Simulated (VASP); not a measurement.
Set up this calculation in VASP 6.6.1, as the native input.

| Quantity | Value |
| --- | --- |
| Task | single point |
| Functional | r2SCAN |
| Potentials or basis | VASP PAW PBE potentials, release 64 (B, N) |
| Cutoff | 520 eV |
| k mesh | 12 × 12 × 4 |
| Occupations | gaussian, width 0.05 eV |
| Spin | no spin polarisation |
| Dipole correction | no |
| Further INCAR settings | ALGO = Normal; EDIFF = 1e-07; NBANDS = 16 |

The system is BN.

```
B N
1.0
     2.50399    0.00000    0.00000
    -1.25200    2.16852    0.00000
     0.00000    0.00000    6.66120
B N
2 2
Direct
  0.27988 0.62754 0.25000
  0.72012 0.37246 0.75000
  0.38671 0.70574 0.75000
  0.61329 0.29426 0.25000
```

This cell differs from its parent crystal: mode 4 (47.7 1/cm) frozen in, largest displacement -0.120 Å.

The input as run:

POSCAR

```
BN
1.0
    2.5039917043      0.0000000000      0.0000000000
   -1.2519958522      2.1685204268      0.0000000000
    0.0000000000      0.0000000000      6.6612000000
B N
2 2
Direct
    0.2798816352      0.6275373079      0.2500000000
    0.7201183648      0.3724626921      0.7500000000
    0.3867077710      0.7057394668      0.7500000000
    0.6132922290      0.2942605332      0.2500000000
```

INCAR.step1

```
  ALGO = Normal
  EDIFF = 1E-4
  ENCUT = 520
  GGA = PE
  ISMEAR = 0
  LASPH = True
  LCHARG = False
  LREAL = False
  LWAVE = True
  NBANDS = 16
  NELM = 100
  PREC = Accurate
  SIGMA = 0.05
```

INCAR.step2

```
  ALGO = Normal
  EDIFF = 1E-7
  ENCUT = 520
  ISIF = 2
  ISMEAR = 0
  ISTART = 1
  LASPH = True
  LCHARG = True
  LELF = True
  LMIXTAU = True
  LREAL = False
  LVHAR = True
  LWAVE = False
  METAGGA = R2SCAN
  NBANDS = 16
  NELM = 100
  PREC = Accurate
  SIGMA = 0.05
```

KPOINTS

```
k-points
0
Gamma
  12 12 4
```

Potentials or basis: VASP PAW PBE potentials, release 64 (B, N).

Run with:

```bash
$ cat potpaw_PBE.64/B/POTCAR potpaw_PBE.64/N/POTCAR > POTCAR
$ cp INCAR.step1 INCAR
$ mpirun -np 1 vasp_std > vasp.out
$ cp INCAR.step2 INCAR
$ mpirun -np 1 vasp_std > vasp.out
```

Results of the run:

```yaml
Pressure: -0.2 GPa
Largest_force: 0.013 eV/Å
Band_gap_on_the_k_mesh: 4.41 eV, indirect (least direct gap 4.79 eV)
```

Caveat: the cell differs from its parent crystal (mode 4 (47.7 1/cm) frozen in, largest displacement -0.120 Å); the PAW data sets were made with another functional, which shifts forces and pressure a little.

It took 3.4 min on 1 thread of Intel(R) Xeon(R) 6975P-C (Granite Rapids), with other jobs on the host, peak memory 0.23 GiB.
